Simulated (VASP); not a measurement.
# MgS (l.bB) (Fm-3m) in VASP: a series of runs

Runs on MgS (l.bB). Level: LDA. Tasks: single point.

Program: VASP 6.6.1. These are calculated values, not measurements. Logs are shortened: lines on timing, memory, paths and dates and some standing lists are left out, and cuts for length are marked.

**1. The cell of the first run**

The structure is cubic, space group Fm-3m (No. 225). Conventional cell: a = 5.190 Å, b = 5.190 Å, c = 5.190 Å, α = 90.00°, β = 90.00°, γ = 90.00°. Within 3.4 Å of Mg (site symmetry m-3m) lie 6 S at 2.60 Å. S (site symmetry m-3m) has 6 Mg at 2.60 Å within 3.4 Å.

**2. Single point, LDA**

File INCAR:

```
SYSTEM = MgS
  PREC = Accurate
  ENCUT = 600
  EDIFF = 1E-6
  ISMEAR = 0
  SIGMA = 0.1
  LREAL = .False.
  LASPH = .True.
  NELM = 120
  ALGO = Normal
  ISIF = 2
  LWAVE = .False.
  LCHARG = .False.
  NBANDS = 11
  GGA_COMPAT = .False.
```

File KPOINTS:

```
regular mesh
0
Gamma
  6 6 6
  0 0 0
```

File POSCAR:

```
MgS
1.0
    0.0000000000      2.5950000000      2.5950000000
    2.5950000000      0.0000000000      2.5950000000
    2.5950000000      2.5950000000      0.0000000000
Mg S
1 1
Direct
    0.0000000000      0.0000000000      0.0000000000
    0.5000000000      0.5000000000      0.5000000000
```

Potentials or basis: VASP PAW LDA potentials, release 64 (Mg, S).

Launch:

```sh
cat potpaw_LDA.64/Mg/POTCAR potpaw_LDA.64/S/POTCAR > POTCAR
mpirun -np 1 vasp_std > vasp.out
```

OUTCAR:

```text
SYSTEM = MgS
   PREC = Accurate
   ENCUT = 600
   EDIFF = 1E-6
   ISMEAR = 0
   LREAL = .False.
   LASPH = .True.
   NELM = 120
   ISIF = 2

 ion  position               nearest neighbor table
   1  0.000  0.000  0.000-   2 2.60   2 2.60   2 2.60   2 2.60   2 2.60   2 2.60
   2  0.500  0.500  0.500-   1 2.60   1 2.60   1 2.60   1 2.60   1 2.60   1 2.60

  LATTYP: Found a face centered cubic cell.
 ALAT       =     5.1900000000

  Lattice vectors:

 A1 = (   0.0000000000,   2.5950000000,   2.5950000000)
 A2 = (   2.5950000000,   0.0000000000,   2.5950000000)
 A3 = (   2.5950000000,   2.5950000000,   0.0000000000)

Analysis of symmetry for initial positions (statically):
=====================================================================
 Subroutine PRICEL returns:
 Original cell was already a primitive cell.

 Routine SETGRP: Setting up the symmetry group for a
 face centered cubic supercell.

 Subroutine GETGRP returns: Found 48 space group operations
 (whereof 48 operations were pure point group operations)
 out of a pool of 48 trial point group operations.

The static configuration has the point symmetry O_h .

Analysis of symmetry for dynamics (positions and initial velocities):
=====================================================================
 Subroutine PRICEL returns:
 Original cell was already a primitive cell.

 Routine SETGRP: Setting up the symmetry group for a
 face centered cubic supercell.

 Subroutine GETGRP returns: Found 48 space group operations
 (whereof 48 operations were pure point group operations)
 out of a pool of 48 trial point group operations.

The dynamic configuration has the point symmetry O_h .

 Subroutine INISYM returns: Found 48 space group operations
 (whereof 48 operations are pure point group operations),
 and found     1 'primitive' translations

----------------------------------------------------------------------------------------

                                     Primitive cell

  volume of cell :      34.9496

  direct lattice vectors                    reciprocal lattice vectors
     0.000000000  2.595000000  2.595000000    -0.192678227  0.192678227  0.192678227
     2.595000000  0.000000000  2.595000000     0.192678227 -0.192678227  0.192678227
     2.595000000  2.595000000  0.000000000     0.192678227  0.192678227 -0.192678227

  length of vectors
     3.669884194  3.669884194  3.669884194     0.333728479  0.333728479  0.333728479

  position of ions in fractional coordinates (direct lattice)
     0.000000000  0.000000000  0.000000000
     0.500000000  0.500000000  0.500000000

  ion indices of the primitive-cell ions
   primitive index   ion index
                 1           1
                 2           2

----------------------------------------------------------------------------------------

 KPOINTS: regular mesh

Automatic generation of k-mesh.
 Grid dimensions read from file:
 generate k-points for:    6    6    6

 Generating k-lattice:

  Cartesian coordinates                     Fractional coordinates (reciprocal lattice)
    -0.032113038  0.032113038  0.032113038     0.166666667  0.000000000  0.000000000
     0.032113038 -0.032113038  0.032113038     0.000000000  0.166666667  0.000000000
     0.032113038  0.032113038 -0.032113038     0.000000000  0.000000000  0.166666667

  Length of vectors
     0.055621413  0.055621413  0.055621413

  Shift w.r.t. Gamma in fractional coordinates (k-lattice)
     0.000000000  0.000000000  0.000000000

 Subroutine IBZKPT returns following result:
 ===========================================

 Found     16 irreducible k-points:

 Following reciprocal coordinates:
            Coordinates               Weight
  0.000000  0.000000  0.000000      1.000000
  0.166667  0.000000  0.000000      8.000000
  0.333333  0.000000  0.000000      8.000000
  0.500000  0.000000  0.000000      4.000000
  0.166667  0.166667  0.000000      6.000000
  0.333333  0.166667  0.000000     24.000000
[... 8 lines left out ...]
 -0.333333  0.333333  0.166667     24.000000
 -0.333333  0.500000  0.166667     12.000000
   k-points           NKPTS =     16   k-points in BZ     NKDIM =     16   number of bands    NBANDS=     11
   number of dos      NEDOS =    301   number of ions     NIONS =      2
   total plane-waves  NPLWV =  27000
   dimension x,y,z NGX =    30 NGY =   30 NGZ =   30
   dimension x,y,z NGXF=    60 NGYF=   60 NGZF=   60
   ions per type =               1   1
   NGX,Y,Z   is equivalent  to a cutoff of  13.59, 13.59, 13.59 a.u.
   NGXF,Y,Z  is equivalent  to a cutoff of  27.18, 27.18, 27.18 a.u.
 SYSTEM =  MgS
   PREC   = accura    normal or accurate (medium, high low for compatibility)
   ISTART =      0    job   : 0-new  1-cont  2-samecut
   ICHARG =      2    charge: 1-file 2-atom 10-const
   ISPIN  =      1    spin polarized calculation?
   LNONCOLLINEAR =      F non collinear calculations
   LSORBIT =      F    spin-orbit coupling
   LASPH  =      T    aspherical Exc in radial PAW
   ENCUT  =  600.0 eV  44.10 Ry    6.64 a.u.   7.33  7.33  7.33*2*pi/ulx,y,z
   NELM   =    120;   NELMIN=  2; NELMDL= -5     # of ELM steps
   EDIFF  = 0.1E-05   stopping-criterion for ELM
   LREAL  =      F    real-space projection
   EDIFFG = 0.1E-04   stopping-criterion for IOM
   NSW    =      0    number of steps for IOM
   IBRION =     -1    ionic relax: 0-MD 1-quasi-New 2-CG
   NFREE  =      0    steps in history (QN), initial steepest desc. (CG)
   ISIF   =      2    stress and relaxation
   ISYM   =      2    0-nonsym 1-usesym 2-fastsym
   POTIM  = 0.5000    time-step for ionic-motion
   TEBEG  =    0.0;   TEEND  =   0.0 temperature during run
   PSTRESS=    0.0 pullay stress
   NELECT =       8.0000    total number of electrons
   NUPDOWN=      -1.0000    fix difference up-down
   EMIN   =  10.00;   EMAX   =-10.00  energy-range for DOS
   EFERMI =   0.00;   METHOD = LEGACY
   ISMEAR =     0;   SIGMA  =   0.10  broadening in eV -4-tet -1-fermi 0-gaus
   EFERMI_NEDOS =   21; number of points for ismear=-14 and -15
   IALGO  =     38    algorithm
   IMIX   =      4    mixing-type and parameters
     AMIX     =   0.40;   BMIX     =  1.00
     AMIX_MAG =   1.60;   BMIX_MAG =  1.00
  volume/ion in A,a.u.               =      17.47       117.93
  Fermi-wavevector in a.u.,A,eV,Ry     =   1.001438  1.892444 13.644989  1.002878
  Thomas-Fermi vector in A             =   2.133860
   LORBIT       =      0    0 simple, 1 ext, 2 COOP (PROOUT), +10 PAW based schemes
   GGA     = CA    functional components
   LHFCALC =     F    Hartree Fock is set to
   AEXX    =    0.0000 exact exchange contribution
   IVDW    =     0    specifies the selected vdW correction
   LEPSILON=     F    determine dielectric tensor
   LRPA    =     F    only Hartree local field effects (RPA)
 non-spin polarized calculation
 Gauss-broadening in eV      SIGMA  =   0.10
  energy-cutoff  :      600.00
  volume of cell :       34.95
 maximum number of plane-waves:      1211
 NGX is ok and might be reduce to    30
   NGX = 15   NGY = 15   NGZ = 15

 number of electron       7.9999999 magnetization

 Free energy of the ion-electron system (eV)
  ---------------------------------------------------
  ext. energy  EPLUGINS =         0.00000000
  ---------------------------------------------------
  free energy    TOTEN  =        -9.57452642 eV

  energy without entropy =       -9.57452642  energy(sigma->0) =       -9.57452642

 E-fermi :   4.1631     XC(G=0): -10.0191

 val. band max:        3.6525200207   @ k =   0.0000   0.0000   0.0000
 cond. band min:       6.2244482337   @ k =   0.5000   0.5000   0.0000
 fundamental gap:      2.5719282130
 Fermi energy:         4.1630728920

 k-point     1 :       0.0000    0.0000    0.0000
  band No.  band energies     occupation
      1      -9.0320      2.00000
      2       3.6525      2.00000
      3       3.6525      2.00000
      4       3.6525      2.00000
      5       7.2036      0.00000
      6      11.4829      0.00000
      7      11.4829      0.00000
      8      11.4829      0.00000
      9      13.9244      0.00000
     10      13.9244      0.00000
     11      16.0222      0.00000

 k-point     2 :       0.1667    0.0000    0.0000
  band No.  band energies     occupation
      1      -8.7608      2.00000
      2       1.9757      2.00000
      3       3.4793      2.00000
      4       3.4793      2.00000
      5       8.3143      0.00000
      6      11.1875      0.00000
      7      11.7416      0.00000
      8      11.7416      0.00000
      9      13.1795      0.00000
     10      13.1795      0.00000
     11      15.8485      0.00000

 k-point     3 :       0.3333    0.0000    0.0000
  band No.  band energies     occupation
      1      -8.1024      2.00000
      2      -0.2819      2.00000
      3       3.1808      2.00000
      4       3.1808      2.00000
      5       8.2747      0.00000
      6      10.8394      0.00000
      7      10.8394      0.00000
      8      12.8708      0.00000
      9      14.9908      0.00000
     10      15.0710      0.00000
     11      15.0710      0.00000

 k-point     4 :       0.5000    0.0000    0.0000
  band No.  band energies     occupation
      1      -7.6775      2.00000
      2      -1.2974      2.00000
      3       3.0499      2.00000
      4       3.0499      2.00000
      5       8.0387      0.00000
      6      10.4010      0.00000
      7      10.4010      0.00000
      8      13.5769      0.00000
      9      15.6364      0.00000
     10      18.0567      0.00000
     11      18.0567      0.00000
[... 127 lines left out ...]
 k-point    14 :       0.5000    0.3333    0.1667
  band No.  band energies     occupation
      1      -7.6524      2.00000
      2      -0.1239      2.00000
      3       1.3971      2.00000
      4       2.3806      2.00000
      5       8.7733      0.00000
      6      10.1487      0.00000
      7      10.8239      0.00000
      8      13.3614      0.00000
      9      15.0972      0.00000
     10      18.3318      0.00000
     11      18.9036      0.00000

 k-point    15 :      -0.3333    0.3333    0.1667
  band No.  band energies     occupation
      1      -7.3634      2.00000
      2      -0.3747      2.00000
      3       0.8664      2.00000
      4       2.0154      2.00000
      5       8.8220      0.00000
      6      10.2283      0.00000
      7      12.2371      0.00000
      8      12.4473      0.00000
      9      15.7471      0.00000
     10      17.3581      0.00000
     11      19.3512      0.00000

 k-point    16 :      -0.3333    0.5000    0.1667
  band No.  band energies     occupation
      1      -7.2569      2.00000
      2      -0.1925      2.00000
      3       1.0014      2.00000
      4       1.3650      2.00000
      5       7.8994      0.00000
      6       9.7444      0.00000
      7      12.6561      0.00000
      8      13.3552      0.00000
      9      17.2510      0.00000
     10      18.5347      0.00000
     11      19.0298      0.00000

------------------------ aborting loop because EDIFF is reached ----------------------------------------

  FORCE on cell =-STRESS in cart. coord.  units (eV):
  Direction    XX          YY          ZZ          XY          YZ          ZX
  --------------------------------------------------------------------------------------
  -------------------------------------------------------------------------------------
  Total       -0.7114358     -0.7114358     -0.7114358      0.0000000      0.0000000     -0.0000000
  in kB      -32.6140123    -32.6140123    -32.6140123      0.0000000      0.0000000     -0.0000000
  external PRESSURE =     -32.6140123 kB  Pullay stress =       0.0000000 kB

 VOLUME and BASIS-vectors are now :
 -----------------------------------------------------------------------------
  energy-cutoff  :      600.00
  volume of cell :       34.95
      direct lattice vectors                 reciprocal lattice vectors
     0.000000000  2.595000000  2.595000000    -0.192678227  0.192678227  0.192678227
     2.595000000  0.000000000  2.595000000     0.192678227 -0.192678227  0.192678227
     2.595000000  2.595000000  0.000000000     0.192678227  0.192678227 -0.192678227

 POSITION                                       TOTAL-FORCE (eV/Angst)
 -----------------------------------------------------------------------------------
      0.00000      0.00000      0.00000         0.000000      0.000000     -0.000000
      2.59500      2.59500      2.59500        -0.000000     -0.000000      0.000000
 -----------------------------------------------------------------------------------
    total drift:                               -0.000000     -0.000000      0.000000

  FREE ENERGIE OF THE ION-ELECTRON SYSTEM (eV)
  ---------------------------------------------------
  free  energy   TOTEN  =        -9.5745264199 eV

  energy  without entropy=       -9.5745264199  energy(sigma->0) =       -9.57452642
```

Run time: 6.6 s. Hardware: 1 thread of AMD EPYC 9R45 (Zen 5), shared host; peak memory 0.11 GiB.

Results:

```yaml
Free_energy: -9.5745 eV
Pressure: -3.3 GPa
Band_gap_on_the_k_mesh: 2.57 eV, indirect (least direct gap 3.55 eV)
```

**3. Single point, LDA**

This run uses another cell than the first one, of 16.87 Å³/atom, 0.966 times its volume.

File INCAR:

```
PREC = Accurate ; ENCUT = 600
EDIFF = 1E-6 ; ISMEAR = 0
SIGMA = 0.02 ; LREAL = F
LASPH = T ; NELM = 120
ALGO = Normal ; ISIF = 2
LWAVE = F ; LCHARG = F
GGA = CA ; NBANDS = 11
GGA_COMPAT = F
```

File KPOINTS:

```
Automatic mesh
0
Gamma
  8 8 8
```

File POSCAR:

```
MgS
1.0
    0.0000000000      2.5648456085      2.5648456085
    2.5648456085      0.0000000000      2.5648456085
    2.5648456085      2.5648456085      0.0000000000
Mg S
1 1
Direct
    0.0000000000      0.0000000000      0.0000000000
    0.5000000000      0.5000000000      0.5000000000
```

Potentials or basis: VASP PAW LDA potentials, release 64 (Mg, S).

Launch:

```sh
cat potpaw_LDA.64/Mg/POTCAR potpaw_LDA.64/S/POTCAR > POTCAR
mpirun -np 1 vasp_std > vasp.out
```

It took 13 s on 1 thread of AMD EPYC 9R45 (Zen 5), shared host; peak memory 0.12 GiB.

It converged, with:

| Property | Result |
| --- | --- |
| Free energy | -9.5924 eV |
| Pressure | -0.6 GPa |
| Band gap on the k mesh | 2.65 eV, indirect (least direct gap 3.84 eV) |

Levels at points of the mesh, in eV from the valence-band top:
| k point | band 1 | band 2 | band 3 | band 4 | band 5 | band 6 | band 7 | band 8 |
| --- | --- | --- | --- | --- | --- | --- | --- | --- |
| (0.00, 0.00, 0.00) | -12.89 | 0.00 | 0.00 | 0.00 | 3.84 | 7.81 | 7.81 | 7.81 |
| (0.50, 0.00, 0.00) | -11.44 | -5.14 | -0.64 | -0.64 | 4.44 | 6.79 | 6.79 | 10.30 |
| (0.50, 0.50, 0.00) | -11.03 | -4.48 | -1.81 | -1.81 | 2.65 | 4.12 | 12.22 | 12.88 |

A k mesh can miss the band edges.
